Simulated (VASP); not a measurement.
Al2Cu, 3 atoms in the cell. The structure is tetragonal, space group P4/mmm (No. 123). The conventional cell has a = 4.121 Å, b = 4.121 Å, c = 2.885 Å, α = 90.00°, β = 90.00°, γ = 90.00°. Within 3.3 Å of Al (site symmetry mmm) lie 4 Cu at 2.52 Å and 6 Al at 2.88 to 2.91 Å. Cu (site symmetry 4/mmm) has 8 Al at 2.52 Å and 2 Cu at 2.88 Å within 3.3 Å. 

```yaml
Program: VASP 6.6.1
Task: single point
Functional: PBE
Potentials_or_basis: VASP PAW PBE potentials, release 64 (Al, Cu)
Cutoff: 520 eV
k_mesh: 10 × 10 × 14
Occupations: gaussian, width 0.15 eV
Spin: no spin polarisation
Dipole_correction: no
Further_INCAR_settings: ALGO = Normal; EDIFF = 1e-06; NBANDS = 16
```

Potentials or basis: VASP PAW PBE potentials, release 64 (Al, Cu).

Launch:

```sh
$ cat potpaw_PBE.64/Al/POTCAR potpaw_PBE.64/Cu/POTCAR > POTCAR
$ mpirun -np 1 vasp_std > vasp.out
```

Hardware: 1 thread of Intel(R) Xeon(R) Platinum 8559C (Emerald Rapids), with other jobs on the host.

**Question.** Estimate the wall time of this run.

**Answer.** Wall time 53 s on 1 thread of Intel(R) Xeon(R) Platinum 8559C (Emerald Rapids) (shared host), peak memory 0.25 GiB. Counts: scf iterations 15, k points 168.
